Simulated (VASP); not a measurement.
A run of VASP 6.6.1:

File INCAR:

```
  PREC = Accurate
  ENCUT = 500
  EDIFF = 1E-6
  ISMEAR = 0
  SIGMA = 0.15
  LREAL = False
  LASPH = True
  NELM = 120
  ALGO = Normal
  ISIF = 2
  LWAVE = False
  LCHARG = False
  GGA = PS
  NBANDS = 12
  GGA_COMPAT = False
```

The input KPOINTS:

```
Automatic mesh
0
Gamma
  20 20 20
```

Contents of POSCAR:

```
Nb
1.0
    0.0000000000      2.0621250000      2.1678750000
    2.0621250000      0.0000000000      2.1678750000
    2.0621250000      2.0621250000      0.0000000000
Nb
1
Direct
    0.0000000000      0.0000000000      0.0000000000
```

Potentials or basis: VASP PAW PBE potentials, release 64 (Nb_sv).

Launch:

```sh
$ cat potpaw_PBE.64/Nb_sv/POTCAR > POTCAR
$ mpirun -np 1 vasp_std > vasp.out
```

Hardware: 1 thread of AMD EPYC 9R45 96-Core Processor (Zen 5) (shared host).

Q: Estimate the wall time of this run.

A: Wall time 72 s on 1 thread of AMD EPYC 9R45 96-Core Processor (Zen 5), with other jobs on the host, peak memory 0.21 GiB. Counts: scf iterations 12, k points 641.
